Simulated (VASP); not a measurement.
A run of VASP 6.6.1 is set up as follows.

File INCAR:

```
SYSTEM = MgCd3Te4
PREC = Accurate
ENCUT = 600
EDIFF = 1E-7
ISMEAR = 0
SIGMA = 0.1
LREAL = .FALSE.
LASPH = .TRUE.
NELM = 60
ALGO = Normal
ISIF = 3
LWAVE = .FALSE.
LCHARG = .FALSE.
GGA = PE
IBRION = 2
NSW = 90
EDIFFG = -0.04
```

KPOINTS

```
regular mesh
0
G
  4 4 2
  0 0 0
```

Contents of POSCAR:

```
MgCd3Te4
1.0
    4.3151379500      0.0000000000      0.0000000000
    0.0000000000      4.3151379500      0.0000000000
    0.0000000000      0.0000000000     12.2050532300
Mg Cd Te
1 3 4
Direct
    0.0000000000      0.0000000000      0.5000000000
    0.0000000000      0.0000000000      0.0000000000
    0.5000000000      0.5000000000      0.2500000000
    0.5000000000      0.5000000000      0.7500000000
    0.5000000000      0.0000000000      0.3750000000
    0.0000000000      0.5000000000      0.6250000000
    0.5000000000      0.0000000000      0.8750000000
    0.0000000000      0.5000000000      0.1250000000
```

Potentials or basis: VASP PAW PBE potentials, release 64 (Mg, Cd, Te).

Launch:

```bash
$ cat potpaw_PBE.64/Mg/POTCAR potpaw_PBE.64/Cd/POTCAR potpaw_PBE.64/Te/POTCAR > POTCAR
$ mpirun -np 1 vasp_std > vasp.out
```

Q: What does it give for the band gap on the k mesh?

A: 0.95 eV, direct.

Q: Predict the relaxed cell.

A: a = 4.689 Å, b = 4.689 Å, c = 13.060 Å, α = 90.00°, β = 90.00°, γ = 90.00°.

Q: Predict the relaxed volume.

A: 35.90 Å³/atom.

Q: Estimate the space group after relaxing (to 0.05 Å).

A: P-4m2 (No. 115).

The path:
| step | energy change (eV) | largest force (eV/Å) | pressure (GPa) | volume (Å³) |
| --- | --- | --- | --- | --- |
| 1 | 0.0000 | 0.7123 | 14.21 | 227.26 |
| 2 | -1.8201 | 0.0716 | -2.97 | 320.60 |
| 3 | -2.1578 | 0.1102 | 0.11 | 286.62 |
| 4 | -2.1582 | 0.1042 | -0.04 | 287.91 |
| 5 | -2.1598 | 0.0845 | -0.04 | 287.83 |
| 6 | -2.1631 | 0.0531 | -0.02 | 287.58 |
| 7 | -2.1629 | 0.0921 | 0.01 | 287.07 |
| 8 | -2.1641 | 0.0544 | -0.01 | 287.33 |
| 9 | -2.1650 | 0.0353 | 0.01 | 287.17 |

Caveat: the volume moved by over 15 % at a fixed basis, so the end points are rough; spin-orbit coupling is left out, which moves the levels of the heavy elements. PBE gaps usually lie below the measured ones, often by a third to a half.
